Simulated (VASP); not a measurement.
Input of a VASP 6.6.1 run:

The input INCAR:

```
  PREC = Accurate
  ENCUT = 520
  EDIFF = 1E-6
  ISMEAR = 0
  SIGMA = 0.1
  LREAL = F
  LASPH = T
  NELM = 60
  ALGO = Fast
  ISIF = 2
  LWAVE = F
  LCHARG = F
  GGA = PE
  NBANDS = 14
```

The input KPOINTS:

```
regular mesh
0
Gamma
  18 18 18
```

POSCAR

```
Rh
1.0
    0.2281860000      2.0577243015      2.0577243015
    2.0577243015      0.2281860000      2.0577243015
    2.0577243015      2.0577243015      0.2281860000
Rh
1
Direct
    0.0000000000      0.0000000000      0.0000000000
```

Potentials or basis: VASP PAW PBE potentials, release 64 (Rh_pv).

Command:

```sh
$ cat potpaw_PBE.64/Rh_pv/POTCAR > POTCAR
$ mpirun -np 1 vasp_std > vasp.out
```

**Question.** Predict the pressure.

**Answer.** 1.7 GPa.

Stress tensor (GPa, compression positive):
```
  1.72 -16.28 -16.28
-16.28   1.72 -16.28
-16.28 -16.28   1.72
```

Caveat: the cell differs from its parent crystal (strained).
